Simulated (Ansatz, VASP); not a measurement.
## Nb in VASP and in Ansatz

INCAR

```
ALGO = Normal
EDIFF = 1E-6
ENCUT = 520
ISIF = 2
ISMEAR = -1
LASPH = T
LCHARG = F
LREAL = F
LWAVE = F
NBANDS = 20
NELM = 60
PREC = Accurate
SIGMA = 0.1
```

Contents of KPOINTS:

```
k-points
0
Gamma
  14 14 7
```

File POSCAR:

```
Nb
1.0
    2.7735152660      0.0000000000      0.0000000000
   -1.3867576330      2.4019346782      0.0000000000
    0.0000000000      0.0000000000      5.0907759135
Nb
2
Direct
    0.3333333333      0.6666666667      0.2500000000
    0.6666666667      0.3333333333      0.7500000000
```

Input for Ansatz:

```yaml
crystal:
  lattice:
    - [2.773515266, 0.0, 0.0]
    - [-1.386757633, 2.4019346782, 0.0]
    - [0.0, 0.0, 5.0907759135]
  atoms:
    - { symbol: Nb, position: [0.3333333333, 0.6666666667, 0.25] }
    - { symbol: Nb, position: [0.6666666667, 0.3333333333, 0.75] }
hamiltonian:
  xc: lda
  pseudopotentials:
    kind: paw
    azcp:
      Nb: "pseudopotentials/Nb.paw.azcp"
basis:
  ecutwfc: 420
  fft_grid_basis: typed
kpoints:
  mp_grid: { grid: [14, 14, 7], shift: [0, 0, 0] }
magnetization:
  spin_polarized: false
scf:
  occupations: { method: fermi_dirac, width: 0.1 }
  lower_state_search: "off"
output:
  stress: true
  write_density: true
  write_potential: true
  elf: true
  volumetric_format: npy
```

Alike in both runs: task single point; functional LDA; k mesh 14 × 14 × 7; occupations fermi-dirac, width 0.1 eV; no spin polarisation.

|  | VASP | Ansatz |
| --- | --- | --- |
| version | VASP 6.6.1 | Ansatz 0.2.0 |
| potentials or method | VASP PAW LDA potentials, release 64 (Nb_sv), cutoff 520 eV | plane waves (420 eV) with PAW, scalar-relativistic |
| valence electrons in the cell | 26 | 26 |

|  | VASP | Ansatz | Ansatz less VASP |
| --- | --- | --- | --- |
| pressure (GPa) | 7.7 | 7.8 | +0.09 |
| traceless stress, the component that is largest in VASP (GPa) | 0.07 | 0.06 | -0.002 |

Ansatz warns that its potentials were made for another functional, while VASP's fit it. LDA's correlation is that of Perdew and Zunger in VASP and of Perdew and Wang (1992) in Ansatz.
